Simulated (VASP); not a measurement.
# MgAl12 in VASP: relaxation of the atoms with LDA

Aim: the relaxation of the atoms of MgAl12 with LDA.

Everything below comes from runs of VASP 6.6.1. Logs are shortened: lines on timing, memory, paths and dates and some standing lists are left out, and cuts for length are marked.

## (1) The cell of the first run

The cell holds a slab with vacuum, 13 atoms: a = 5.634 Å, b = 5.634 Å, c = 19.604 Å, α = 90.00°, β = 90.00°, γ = 90.00°.

## (2) Relaxation of the atoms, LDA

File INCAR:

```
SYSTEM = MgAl12
  ALGO = Normal
  DIPOL = 0.5 0.5 0.323
  EDIFF = 1E-7
  EDIFFG = -0.025
  ENCUT = 520
  GGA = CA
  GGA_COMPAT = .False.
  IBRION = 2
  IDIPOL = 3
  ISIF = 2
  ISMEAR = 0
  LASPH = .True.
  LCHARG = .False.
  LDIPOL = .True.
  LREAL = .False.
  LWAVE = .False.
  NELM = 120
  NELMDL = -8
  NELMIN = 4
  NSW = 50
  PREC = Accurate
  SIGMA = 0.1
```

File KPOINTS:

```
k-points
0
Gamma
  5 5 1
  0 0 0
```

File POSCAR:

```
MgAl12
1.0
    5.6343731020      0.0000000000      0.0000000000
    0.0000000000      5.6343731020      0.0000000000
    0.0000000000      0.0000000000     19.6039189496
Al Mg
12 1
Selective dynamics
Direct
    0.2500000000      0.2500000000      0.2040408354  F F F
    0.2500000000      0.7500000000      0.2040408354  F F F
    0.7500000000      0.2500000000      0.2040408354  F F F
    0.7500000000      0.7500000000      0.2040408354  F F F
    0.0000000000      0.0000000000      0.3086915083  F F F
    0.0000000000      0.5000000000      0.3086915083  F F F
    0.5000000000      0.0000000000      0.3086915083  F F F
    0.5000000000      0.5000000000      0.3086915083  F F F
    0.2500000000      0.2500000000      0.4133825982  T T T
    0.2500000000      0.7500000000      0.4133825982  T T T
    0.7500000000      0.2500000000      0.4133825982  T T T
    0.7500000000      0.7500000000      0.4133825982  T T T
    0.5000000000      0.5000000000      0.5009503852  F F T
```

Potentials or basis: VASP PAW LDA potentials, release 64 (Al, Mg).

Run with:

```
cat potpaw_LDA.64/Al/POTCAR potpaw_LDA.64/Mg/POTCAR > POTCAR
mpirun -np 1 vasp_std > vasp.out
```

OUTCAR:

```text
SYSTEM = MgAl12
   EDIFF = 1E-7
   EDIFFG = -0.025
   ENCUT = 520
   GGA = CA
   IBRION = 2
   ISIF = 2
   ISMEAR = 0
   LASPH = .True.
   LREAL = .False.
   NELM = 120
   NELMDL = -8
   NELMIN = 4
   NSW = 50
   PREC = Accurate

 ion  position               nearest neighbor table
   1  0.250  0.250  0.204-   2 2.82   3 2.82   2 2.82   3 2.82   7 2.86   8 2.86   5 2.86   6 2.86

   2  0.250  0.750  0.204-   1 2.82   4 2.82   1 2.82   4 2.82   7 2.86   8 2.86   5 2.86   6 2.86

   3  0.750  0.250  0.204-   1 2.82   4 2.82   4 2.82   1 2.82   7 2.86   8 2.86   5 2.86   6 2.86

   4  0.750  0.750  0.204-   2 2.82   3 2.82   3 2.82   2 2.82   7 2.86   8 2.86   5 2.86   6 2.86

   5  0.000  0.000  0.309-   6 2.82   7 2.82   6 2.82   7 2.82   1 2.86   2 2.86   3 2.86   4 2.86
                            11 2.86  12 2.86   9 2.86  10 2.86
   6  0.000  0.500  0.309-   5 2.82   8 2.82   5 2.82   8 2.82   1 2.86   2 2.86   3 2.86   4 2.86
                            11 2.86  12 2.86   9 2.86  10 2.86
   7  0.500  0.000  0.309-   5 2.82   8 2.82   8 2.82   5 2.82   1 2.86   2 2.86   3 2.86   4 2.86
                            11 2.86  12 2.86   9 2.86  10 2.86
   8  0.500  0.500  0.309-   6 2.82   7 2.82   7 2.82   6 2.82   1 2.86   2 2.86   3 2.86   4 2.86
                            11 2.86  12 2.86   9 2.86  10 2.86
   9  0.250  0.250  0.413-  13 2.63  11 2.82  10 2.82  10 2.82  11 2.82   6 2.86   7 2.86   8 2.86
                             5 2.86
  10  0.250  0.750  0.413-  13 2.63  12 2.82   9 2.82   9 2.82  12 2.82   6 2.86   7 2.86   8 2.86
                             5 2.86
  11  0.750  0.250  0.413-  13 2.63  12 2.82   9 2.82  12 2.82   9 2.82   6 2.86   7 2.86   8 2.86
                             5 2.86
  12  0.750  0.750  0.413-  13 2.63  11 2.82  10 2.82  11 2.82  10 2.82   6 2.86   7 2.86   8 2.86
                             5 2.86
  13  0.500  0.500  0.501-   9 2.63  10 2.63  11 2.63  12 2.63

  LATTYP: Found a simple tetragonal cell.
 ALAT       =     5.6343731020
 C/A-ratio  =     3.4793434149

  Lattice vectors:

 A1 = (   5.6343731020,   0.0000000000,   0.0000000000)
 A2 = (   0.0000000000,   5.6343731020,   0.0000000000)
 A3 = (   0.0000000000,   0.0000000000,  19.6039189496)

Analysis of symmetry for initial positions (statically):
=====================================================================
 Subroutine PRICEL returns:
 Original cell was already a primitive cell.

 Routine SETGRP: Setting up the symmetry group for a
 simple tetragonal supercell.

 Subroutine GETGRP returns: Found  8 space group operations
 (whereof  8 operations were pure point group operations)
 out of a pool of 16 trial point group operations.

The static configuration has the point symmetry C_4v.

Analysis of symmetry for dynamics (positions and initial velocities):
=====================================================================
 Subroutine PRICEL returns:
 Original cell was already a primitive cell.

 Routine SETGRP: Setting up the symmetry group for a
 simple tetragonal supercell.

 Subroutine GETGRP returns: Found  8 space group operations
 (whereof  8 operations were pure point group operations)
 out of a pool of 16 trial point group operations.

The dynamic configuration has the point symmetry C_4v.

Analysis of constrained symmetry for selective dynamics:
=====================================================================
 Subroutine PRICEL returns:
 Original cell was already a primitive cell.

 Routine SETGRP: Setting up the symmetry group for a
 simple tetragonal supercell.

 Subroutine GETGRP returns: Found  8 space group operations
 (whereof  8 operations were pure point group operations)
 out of a pool of 16 trial point group operations.

The constrained configuration has the point symmetry C_4v.

 Subroutine INISYM returns: Found  8 space group operations
 (whereof  8 operations are pure point group operations),
 and found     1 'primitive' translations

----------------------------------------------------------------------------------------

                                     Primitive cell

  volume of cell :     622.3492

  direct lattice vectors                    reciprocal lattice vectors
     5.634373102  0.000000000  0.000000000     0.177482034  0.000000000  0.000000000
     0.000000000  5.634373102  0.000000000     0.000000000  0.177482034  0.000000000
     0.000000000  0.000000000 19.603918950     0.000000000  0.000000000  0.051010209

  length of vectors
     5.634373102  5.634373102 19.603918950     0.177482034  0.177482034  0.051010209

  position of ions in fractional coordinates (direct lattice)
     0.250000000  0.250000000  0.204040835
     0.250000000  0.750000000  0.204040835
     0.750000000  0.250000000  0.204040835
     0.750000000  0.750000000  0.204040835
     0.000000000  0.000000000  0.308691508
     0.000000000  0.500000000  0.308691508
     0.500000000  0.000000000  0.308691508
     0.500000000  0.500000000  0.308691508
     0.250000000  0.250000000  0.413382598
     0.250000000  0.750000000  0.413382598
     0.750000000  0.250000000  0.413382598
     0.750000000  0.750000000  0.413382598
     0.500000000  0.500000000  0.500950385

  ion indices of the primitive-cell ions
   primitive index   ion index
                 1           1
                 2           2
                 3           3
                 4           4
                 5           5
                 6           6
                 7           7
                 8           8
                 9           9
                10          10
                11          11
                12          12
                13          13

----------------------------------------------------------------------------------------

 KPOINTS: k-points

Automatic generation of k-mesh.
 Grid dimensions read from file:
 generate k-points for:    5    5    1

 Generating k-lattice:

  Cartesian coordinates                     Fractional coordinates (reciprocal lattice)
     0.035496407  0.000000000  0.000000000     0.200000000  0.000000000  0.000000000
     0.000000000  0.035496407  0.000000000     0.000000000  0.200000000  0.000000000
     0.000000000  0.000000000  0.051010209     0.000000000  0.000000000  1.000000000

  Length of vectors
     0.035496407  0.035496407  0.051010209

  Shift w.r.t. Gamma in fractional coordinates (k-lattice)
     0.000000000  0.000000000  0.000000000

 Subroutine IBZKPT returns following result:
 ===========================================

 Found      6 irreducible k-points:

 Following reciprocal coordinates:
            Coordinates               Weight
  0.000000  0.000000  0.000000      1.000000
  0.200000  0.000000  0.000000      4.000000
  0.400000  0.000000  0.000000      4.000000
  0.200000  0.200000  0.000000      4.000000
  0.400000  0.200000  0.000000      8.000000
  0.400000  0.400000  0.000000      4.000000
   k-points           NKPTS =      6   k-points in BZ     NKDIM =      6   number of bands    NBANDS=     26
   number of dos      NEDOS =    301   number of ions     NIONS =     13
   total plane-waves  NPLWV = 264600
   dimension x,y,z NGX =    42 NGY =   42 NGZ =  150
   dimension x,y,z NGXF=    84 NGYF=   84 NGZF=  300
   ions per type =              12   1
   NGX,Y,Z   is equivalent  to a cutoff of  12.39, 12.39, 12.72 a.u.
   NGXF,Y,Z  is equivalent  to a cutoff of  24.78, 24.78, 25.44 a.u.
 SYSTEM =  MgAl12
   PREC   = accura    normal or accurate (medium, high low for compatibility)
   ISTART =      0    job   : 0-new  1-cont  2-samecut
   ICHARG =      2    charge: 1-file 2-atom 10-const
   ISPIN  =      1    spin polarized calculation?
   LNONCOLLINEAR =      F non collinear calculations
   LSORBIT =      F    spin-orbit coupling
   LASPH  =      T    aspherical Exc in radial PAW
   ENCUT  =  520.0 eV  38.22 Ry    6.18 a.u.  10.48 10.48 36.45*2*pi/ulx,y,z
   NELM   =    120;   NELMIN=  4; NELMDL= -8     # of ELM steps
   EDIFF  = 0.1E-06   stopping-criterion for ELM
   LREAL  =      F    real-space projection
   EDIFFG = -.3E-01   stopping-criterion for IOM
   NSW    =     50    number of steps for IOM
   IBRION =      2    ionic relax: 0-MD 1-quasi-New 2-CG
   NFREE  =      1    steps in history (QN), initial steepest desc. (CG)
   ISIF   =      2    stress and relaxation
   ISYM   =      2    0-nonsym 1-usesym 2-fastsym
   POTIM  = 0.5000    time-step for ionic-motion
   TEBEG  =    0.0;   TEEND  =   0.0 temperature during run
   PSTRESS=    0.0 pullay stress
   NELECT =      38.0000    total number of electrons
   NUPDOWN=      -1.0000    fix difference up-down
   EMIN   =  10.00;   EMAX   =-10.00  energy-range for DOS
   EFERMI =   0.00;   METHOD = LEGACY
   ISMEAR =     0;   SIGMA  =   0.10  broadening in eV -4-tet -1-fermi 0-gaus
   EFERMI_NEDOS =   21; number of points for ismear=-14 and -15
   IALGO  =     38    algorithm
   IMIX   =      4    mixing-type and parameters
     AMIX     =   0.40;   BMIX     =  1.00
     AMIX_MAG =   1.60;   BMIX_MAG =  1.00
  volume/ion in A,a.u.               =      47.87       323.06
  Fermi-wavevector in a.u.,A,eV,Ry     =   0.644651  1.218214  5.654240  0.415575
  Thomas-Fermi vector in A             =   1.712049
   LORBIT       =      0    0 simple, 1 ext, 2 COOP (PROOUT), +10 PAW based schemes
   GGA     = CA    functional components
   LHFCALC =     F    Hartree Fock is set to
   AEXX    =    0.0000 exact exchange contribution
   IVDW    =     0    specifies the selected vdW correction
   LEPSILON=     F    determine dielectric tensor
   LRPA    =     F    only Hartree local field effects (RPA)
 conjugate gradient relaxation of ions
 non-spin polarized calculation
 Gauss-broadening in eV      SIGMA  =   0.10
  energy-cutoff  :      520.00
  volume of cell :      622.35
 maximum number of plane-waves:     16813
 NGX is ok and might be reduce to    42
   NGX = 21   NGY = 21   NGZ = 73

--------------------------------------- Ionic step        1  -------------------------------------------

 number of electron      38.0000000 magnetization

 Free energy of the ion-electron system (eV)
  ---------------------------------------------------
  ext. energy  EPLUGINS =         0.00000000
  ---------------------------------------------------
  free energy    TOTEN  =       -47.40427905 eV

  energy without entropy =      -47.37716742  energy(sigma->0) =      -47.39072323

------------------------ aborting loop because EDIFF is reached ----------------------------------------

  FORCE on cell =-STRESS in cart. coord.  units (eV):
  Direction    XX          YY          ZZ          XY          YZ          ZX
  --------------------------------------------------------------------------------------
  -------------------------------------------------------------------------------------
  Total       -5.1848810     -5.1848810      1.2613889      0.0000000     -0.0000000      0.0000000
  in kB      -13.3479716    -13.3479716      3.2473231      0.0000000     -0.0000000      0.0000000
  external PRESSURE =      -7.8162067 kB  Pullay stress =       0.0000000 kB
[... 361 lines left out ...]
  energy  without entropy=      -47.5525281753  energy(sigma->0) =      -47.56600771

--------------------------------------- Ionic step        9  -------------------------------------------

 number of electron      38.0000000 magnetization

 dipolmoment           0.000000      0.000000     -0.188415 electrons x Angstroem

 Free energy of the ion-electron system (eV)
  ---------------------------------------------------
  ext. energy  EPLUGINS =         0.00000000
  ---------------------------------------------------
  free energy    TOTEN  =       -47.58069668 eV

  energy without entropy =      -47.55359268  energy(sigma->0) =      -47.56714468

 E-fermi :   0.1190     XC(G=0):  -4.7068

 val. band max:        0.1174201627   @ k =   0.2000   0.0000   0.0000
 cond. band min:       0.1972054712   @ k =   0.4000   0.0000   0.0000
 fundamental gap:      0.0797853085
 Fermi energy:         0.1190468845

 k-point     1 :       0.0000    0.0000    0.0000
  band No.  band energies     occupation
      1     -10.4770      2.00000
      2      -8.3583      2.00000
      3      -5.9813      2.00000
      4      -5.9813      2.00000
      5      -5.9149      2.00000
      6      -5.8283      2.00000
[... 163 lines left out ...]
     25       1.1999      0.00000
     26       2.3021      0.00000

------------------------ aborting loop because EDIFF is reached ----------------------------------------

 vacuum level on the upper side and lower side of the slab       (xc-potential included)        -0.782         0.326

  FORCE on cell =-STRESS in cart. coord.  units (eV):
  Direction    XX          YY          ZZ          XY          YZ          ZX
  --------------------------------------------------------------------------------------
  -------------------------------------------------------------------------------------
  Total       -6.6286699     -6.6286699      0.3461725      0.0000000     -0.0000000      0.0000000
  in kB      -17.0648657    -17.0648657      0.8911875      0.0000000     -0.0000000      0.0000000
  external PRESSURE =     -11.0795147 kB  Pullay stress =       0.0000000 kB

 VOLUME and BASIS-vectors are now :
 -----------------------------------------------------------------------------
  energy-cutoff  :      520.00
  volume of cell :      622.35
      direct lattice vectors                 reciprocal lattice vectors
     5.634373102  0.000000000  0.000000000     0.177482034  0.000000000  0.000000000
     0.000000000  5.634373102  0.000000000     0.000000000  0.177482034  0.000000000
     0.000000000  0.000000000 19.603918950     0.000000000  0.000000000  0.051010209
[... 19 lines left out ...]
  FREE ENERGIE OF THE ION-ELECTRON SYSTEM (eV)
  ---------------------------------------------------
  free  energy   TOTEN  =       -47.5806966811 eV

  energy  without entropy=      -47.5535926814  energy(sigma->0) =      -47.56714468

 reached required accuracy - stopping structural energy minimisation

 vacuum level on the upper side and lower side of the slab         3.200         4.340
```

Wall time 15 min (1 thread of Intel Xeon Platinum 8259CL at 2.50GHz (Skylake/Cascade Lake), shared host); peak memory 0.46 GiB.

Results:

| Property | Result |
| --- | --- |
| Free energy | -47.5807 eV |
| Energy gained by relaxing | 13.6 meV/atom |
| Ionic steps | 9 |
| Band gap on the k mesh | zero (bands 19 and 20 overlap by 0.75 eV) |

The path:
| step | energy change (eV) | largest force on free atoms (eV/Å) | pressure (GPa) |
| --- | --- | --- | --- |
| 1 | 0.0000 | 1.1501 | -0.78 |
| 2 | -0.1297 | 0.5832 | -0.90 |
| 3 | -0.1652 | 0.1683 | -0.95 |
| 4 | -0.1652 | 0.1837 | -0.95 |
| 5 | -0.1677 | 0.1650 | -0.97 |
| 6 | -0.1731 | 0.1095 | -1.02 |
| 7 | -0.1740 | 0.0921 | -1.12 |
| 8 | -0.1752 | 0.0558 | -1.08 |
| 9 | -0.1764 | 0.0250 | -1.11 |

Final structure:
```yaml
crystal:
  lattice:
    - [5.63437, 0.00000, 0.00000]
    - [0.00000, 5.63437, 0.00000]
    - [0.00000, 0.00000, 19.60392]
  atoms:
    - { symbol: Al, position: [0.25000, 0.25000, 0.20404] }
    - { symbol: Al, position: [0.25000, 0.75000, 0.20404] }
    - { symbol: Al, position: [0.75000, 0.25000, 0.20404] }
    - { symbol: Al, position: [0.75000, 0.75000, 0.20404] }
    - { symbol: Al, position: [0.00000, 0.00000, 0.30869] }
    - { symbol: Al, position: [0.00000, 0.50000, 0.30869] }
    - { symbol: Al, position: [0.50000, 0.00000, 0.30869] }
    - { symbol: Al, position: [0.50000, 0.50000, 0.30869] }
    - { symbol: Al, position: [0.24441, 0.24441, 0.41222] }
    - { symbol: Al, position: [0.24441, 0.75559, 0.41222] }
    - { symbol: Al, position: [0.75559, 0.24441, 0.41222] }
    - { symbol: Al, position: [0.75559, 0.75559, 0.41222] }
    - { symbol: Mg, position: [0.50000, 0.50000, 0.51104] }
```

Levels at points of the mesh, in eV from the Fermi level:
| k point | band 15 | band 16 | band 17 | band 18 | band 19 | band 20 | band 21 | band 22 | band 23 | band 24 |
| --- | --- | --- | --- | --- | --- | --- | --- | --- | --- | --- |
| (0.00, 0.00, 0.00) | -1.32 | -1.32 | -0.99 | -0.74 | -0.59 | -0.29 | -0.29 | -0.27 | -0.01 | 1.25 |

The gap in the log of VASP goes by the Fermi energy; the results here count the filled bands.